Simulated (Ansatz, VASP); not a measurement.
**Two plane-wave programs on Al2Te4Ru**

The input POSCAR:

```
Al2Te4Ru
1.0
    0.0000000000      5.9205670000      0.0000000000
    5.9205670000      0.0000000000      0.0000000000
    2.9602830000      2.9602830000     -6.0296510000
Al Ru Te
2 1 4
Direct
    0.5000000000      0.5000000000      0.0000000000
    0.7500000000      0.2500000000      0.5000000000
    0.0000000000      0.0000000000      0.0000000000
    0.3750000000      0.3750000000      0.7500000000
    0.6250000000      0.1250000000      0.2500000000
    0.8750000000      0.8750000000      0.7500000000
    0.1250000000      0.6250000000      0.2500000000
```

INCAR.step1

```
ALGO = Normal ; EDIFF = 1E-4
ENCUT = 520 ; GGA = PE
ISMEAR = -1 ; LASPH = True
LCHARG = False ; LREAL = False
LWAVE = True ; NBANDS = 31
NELM = 80 ; PREC = Accurate
SIGMA = 0.0468
```

Contents of INCAR.step2:

```
ALGO = Normal ; EDIFF = 1E-6
ENCUT = 520 ; ISIF = 2
ISMEAR = -1 ; ISTART = 1
LASPH = True ; LCHARG = False
LMIXTAU = True ; LREAL = False
LWAVE = False ; METAGGA = R2SCAN
NBANDS = 31 ; NELM = 80
PREC = Accurate ; SIGMA = 0.0468
```

The input KPOINTS:

```
k-points
0
Gamma
  7 7 7
```

Input for Ansatz:

```yaml
crystal:
  lattice:
    - [0.0, 5.920567, 0.0]
    - [5.920567, 0.0, 0.0]
    - [2.960283, 2.960283, -6.029651]
  atoms:
    - { symbol: Al, position: [0.5, 0.5, 0.0] }
    - { symbol: Ru, position: [0.0, 0.0, 0.0] }
    - { symbol: Al, position: [0.75, 0.25, 0.5] }
    - { symbol: Te, position: [0.375, 0.375, 0.75] }
    - { symbol: Te, position: [0.625, 0.125, 0.25] }
    - { symbol: Te, position: [0.875, 0.875, 0.75] }
    - { symbol: Te, position: [0.125, 0.625, 0.25] }
  symmetry: { tolerance: 0.0003 }
kpoints:
  mp_grid: { grid: [7, 7, 7], shift: [0, 0, 0] }
  band_path:
    path:
      - [0.0, 0.0, 0.0]
      - [0.5, -0.5, 0.0]
      - [0.5, -0.5, 0.25]
      - [0.0, -0.5, 0.0]
      - [0.0, 0.0, 0.0]
      - [0.0, 0.0, 0.5]
      - [0.0, -0.3794819, 0.31025905]
      - [0.0, -0.6205181, -0.31025905]
      - [0.0, 0.0, 0.0]
      - [0.5, -0.5, 0.0]
      - [0.3794819, -0.6205181, -0.1205181]
    npoints: 6
magnetization:
  spin_polarized: false
scf:
  occupations: { method: fermi_dirac, width: 0.0468 }
  lower_state_search: "off"
  max_iter: 200
hamiltonian:
  pseudopotentials: { kind: paw }
  xc: r2scan
basis:
  ecutwfc: 500
  fft_grid_basis: typed
output:
  forces: true
  stress: true
  eigenvalues: true
  bader: true
  populations: true
  elf: true
  write_potential: true
  volumetric_format: npy
  dos:
    e_range: [-12, 8]
    de: 0.05
    projected: { site_lists: { Al: [Al], Ru: [Ru], Te: [Te] } }
checkpoint:
  read: saved_state
```

Alike in both runs: task single point; functional r2SCAN; k mesh 7 × 7 × 7; occupations fermi-dirac, width 0.0468 eV; no spin polarisation.

|  | VASP | Ansatz |
| --- | --- | --- |
| version | VASP 6.6.1 | Ansatz 0.2.0 |
| potentials or method | VASP PAW PBE potentials, release 64 (Al, Ru_pv, Te), cutoff 520 eV | PAW plane waves |
| valence electrons in the cell | 44 | 86 |

```tsv
	VASP	Ansatz	Ansatz less VASP
pressure (GPa)	2.3	2.3	+0.03
rms of the force components (eV/Å)	0.363	0.361	-0.0019
```

VASP's potentials were made for PBE, not for r2SCAN. VASP's potentials hold 44 valence electrons a cell and Ansatz's 86, so a difference there can come from the potentials and not from the codes.

Spin-orbit coupling is off throughout.
